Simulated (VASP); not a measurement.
# Tc (Fm-3m) in VASP: settings compared, part 2 of 2

VASP 6.6.1. Earlier steps stand in the parts before.

## 3. Single point, RPBE

This run uses another cell than the first one, of 14.70 Å³/atom, 1.045 times its volume.

File INCAR:

```
SYSTEM = Tc
  PREC = Accurate
  ENCUT = 520
  EDIFF = 1E-6
  ISMEAR = -1
  SIGMA = 0.05
  LREAL = .FALSE.
  LASPH = .TRUE.
  NELM = 60
  ALGO = Normal
  ISIF = 2
  LWAVE = .FALSE.
  LCHARG = .TRUE.
  GGA = RP
  LELF = .TRUE.
  LVHAR = .TRUE.
  NBANDS = 12
```

File KPOINTS:

```
regular mesh
0
G
  12 12 12
  0 0 0
```

File POSCAR:

```
Tc
1.0
    0.0000000000      1.9441657293      1.9441657293
    1.9441657293      0.0000000000      1.9441657293
    1.9441657293      1.9441657293      0.0000000000
Tc
1
Direct
    0.0000000000      0.0000000000      0.0000000000
```

Potentials or basis: VASP PAW PBE potentials, release 64 (Tc_pv).

Started as:

```sh
cat potpaw_PBE.64/Tc_pv/POTCAR > POTCAR
mpirun -np 1 vasp_std > vasp.out
```

OUTCAR:

```text
SYSTEM = Tc
   PREC = Accurate
   ENCUT = 520
   EDIFF = 1E-6
   ISMEAR = -1
   LREAL = .FALSE.
   LASPH = .TRUE.
   NELM = 60
   ISIF = 2
   GGA = RP

 ion  position               nearest neighbor table
   1  0.000  0.000  0.000-

  LATTYP: Found a face centered cubic cell.
 ALAT       =     3.8883314586

  Lattice vectors:

 A1 = (   0.0000000000,   1.9441657293,   1.9441657293)
 A2 = (   1.9441657293,   0.0000000000,   1.9441657293)
 A3 = (   1.9441657293,   1.9441657293,   0.0000000000)

Analysis of symmetry for initial positions (statically):
[... 530 lines left out ...]
      7      11.5822      2.00000
      8      14.7914      0.00000
      9      18.0783      0.00000
     10      22.7684      0.00000
     11      27.7239      0.00000
     12      30.6927      0.00000

 [... further k-points ...]
[... 5 lines left out ...]
  --------------------------------------------------------------------------------------
  -------------------------------------------------------------------------------------
  Total       -0.0507103     -0.0507103     -0.0507103      0.0000000     -0.0000000      0.0000000
  in kB       -5.5281099     -5.5281099     -5.5281099      0.0000000     -0.0000000      0.0000000
  external PRESSURE =      -5.5281099 kB  Pullay stress =       0.0000000 kB

 VOLUME and BASIS-vectors are now :
 -----------------------------------------------------------------------------
  energy-cutoff  :      520.00
  volume of cell :       14.70
      direct lattice vectors                 reciprocal lattice vectors
     0.000000000  1.944165729  1.944165729    -0.257179721  0.257179721  0.257179721
     1.944165729  0.000000000  1.944165729     0.257179721 -0.257179721  0.257179721
     1.944165729  1.944165729  0.000000000     0.257179721  0.257179721 -0.257179721

 POSITION                                       TOTAL-FORCE (eV/Angst)
 -----------------------------------------------------------------------------------
      0.00000      0.00000      0.00000         0.000000      0.000000      0.000000
 -----------------------------------------------------------------------------------
    total drift:                                0.000000     -0.000000     -0.000000

  FREE ENERGIE OF THE ION-ELECTRON SYSTEM (eV)
  ---------------------------------------------------
  free  energy   TOTEN  =        -9.6655449849 eV

  energy  without entropy=       -9.6555312249  energy(sigma->0) =       -9.66053810
```

stdout:

```text
POSCAR found type information on POSCAR Tc
 POSCAR found :  1 types and       1 ions
 scaLAPACK will be used
 -----------------------------------------------------------------------------
|                                                                             |
|                                                                             |
|     You enforced a specific xc type in the INCAR file but a different       |
|     I HOPE YOU KNOW WHAT YOU ARE DOING!                                     |
|                                                                             |
 -----------------------------------------------------------------------------

 LDA part: xc-table for (Slater+PW92), standard interpolation
 POSCAR, INCAR and KPOINTS ok, starting setup
 FFT: planning ... GRIDC
 FFT: planning ... GRID_SOFT
 FFT: planning ... GRID
 WAVECAR not read
 entering main loop
```

Run time: 9.7 s. Hardware: 1 thread of Intel Xeon Platinum 8375C at 2.90GHz (Ice Lake), shared host; peak memory 0.13 GiB.

Results:

- Free energy: -9.6655 eV
- Pressure: -0.6 GPa

Levels at points of the mesh, in eV from the Fermi level:
```
           k point  band 3  band 4  band 5  band 6  band 7  band 8  band 9  band 10  band 11  band 12
(0.00, 0.00, 0.00)  -38.44   -7.42   -1.78   -1.78   -1.78    0.75    0.75    13.96    19.46    19.46
(0.50, 0.00, 0.00)  -38.60   -5.44   -1.94   -1.94    1.17    2.70    2.70    10.46    13.60    20.04
(0.50, 0.50, 0.00)  -38.86   -5.79   -5.21    2.66    3.25    3.25    3.74    12.88    12.88    13.88
```

Caveat: the PAW data sets were made with another functional, which shifts forces and pressure a little.

## 4. Single point, revPBE

This run uses another cell than the first one, of 14.64 Å³/atom, 1.041 times its volume.

File INCAR:

```
ALGO = Normal ; EDIFF = 1E-6
ENCUT = 520 ; GGA = RE
ISIF = 2 ; ISMEAR = -1
LASPH = T ; LCHARG = F
LREAL = F ; LWAVE = F
NBANDS = 12 ; NELM = 60
PREC = Accurate ; SIGMA = 0.05
```

File KPOINTS:

```
k-points
0
Gamma
  12 12 12
```

File POSCAR:

```
Tc
1.0
    0.0000000000      1.9417125395      1.9417125395
    1.9417125395      0.0000000000      1.9417125395
    1.9417125395      1.9417125395      0.0000000000
Tc
1
Direct
    0.0000000000      0.0000000000      0.0000000000
```

Potentials or basis: VASP PAW PBE potentials, release 64 (Tc_pv).

Started as:

```sh
cat potpaw_PBE.64/Tc_pv/POTCAR > POTCAR
mpirun -np 1 vasp_std > vasp.out
```

OUTCAR:

```text
EDIFF = 1E-6
   ENCUT = 520
   GGA = RE
   ISIF = 2
   ISMEAR = -1
   LASPH = T
   LREAL = F
   NELM = 60
   PREC = Accurate

 ion  position               nearest neighbor table
   1  0.000  0.000  0.000-

  LATTYP: Found a face centered cubic cell.
 ALAT       =     3.8834250790

  Lattice vectors:

 A1 = (   0.0000000000,   1.9417125395,   1.9417125395)
 A2 = (   1.9417125395,   0.0000000000,   1.9417125395)
 A3 = (   1.9417125395,   1.9417125395,   0.0000000000)

Analysis of symmetry for initial positions (statically):
[... 529 lines left out ...]
      6      11.3839      2.00000
      7      11.6245      2.00000
      8      14.8500      0.00000
      9      18.1493      0.00000
     10      22.8534      0.00000
     11      27.7912      0.00000
     12      30.7736      0.00000

 [... further k-points ...]
[... 5 lines left out ...]
  --------------------------------------------------------------------------------------
  -------------------------------------------------------------------------------------
  Total       -0.0524573     -0.0524573     -0.0524573      0.0000000      0.0000000      0.0000000
  in kB       -5.7402664     -5.7402664     -5.7402664      0.0000000      0.0000000      0.0000000
  external PRESSURE =      -5.7402664 kB  Pullay stress =       0.0000000 kB

 VOLUME and BASIS-vectors are now :
 -----------------------------------------------------------------------------
  energy-cutoff  :      520.00
  volume of cell :       14.64
      direct lattice vectors                 reciprocal lattice vectors
     0.000000000  1.941712539  1.941712539    -0.257504646  0.257504646  0.257504646
     1.941712539  0.000000000  1.941712539     0.257504646 -0.257504646  0.257504646
     1.941712539  1.941712539  0.000000000     0.257504646  0.257504646 -0.257504646

 POSITION                                       TOTAL-FORCE (eV/Angst)
 -----------------------------------------------------------------------------------
      0.00000      0.00000      0.00000        -0.000000      0.000000      0.000000
 -----------------------------------------------------------------------------------
    total drift:                                0.000000     -0.000000      0.000000

  FREE ENERGIE OF THE ION-ELECTRON SYSTEM (eV)
  ---------------------------------------------------
  free  energy   TOTEN  =        -9.7976191271 eV

  energy  without entropy=       -9.7876389412  energy(sigma->0) =       -9.79262903
```

Wall time 9.1 s (1 thread of Intel Xeon Platinum 8375C at 2.90GHz (Ice Lake), shared host); peak memory 0.13 GiB.

Results:

* Free energy: -9.7976 eV
* Pressure: -0.6 GPa

Caveat: the PAW data sets were made with another functional, which shifts forces and pressure a little.

## 5. Summary

| level | cell | gap on the mesh (eV) | pressure (GPa) |
| --- | --- | --- | --- |
| PBEsol | a = 2.710 Å, angles 60.0°, 1 atom | none | -0.7 |
| RPBE | a = 2.749 Å, angles 60.0°, 1 atom | none | -0.6 |
| revPBE | a = 2.746 Å, angles 60.0°, 1 atom | none | -0.6 |

Alike in all rows: task single point; potentials or basis VASP PAW PBE potentials, release 64 (Tc_pv); no spin polarisation; k mesh 12 × 12 × 12; cutoff (eV) 520; smearing fermi-dirac 0.05 eV.

Caveats: the PAW data sets were made with another functional, which shifts forces and pressure a little.

Absolute energies hang on the potentials; compare differences alone.
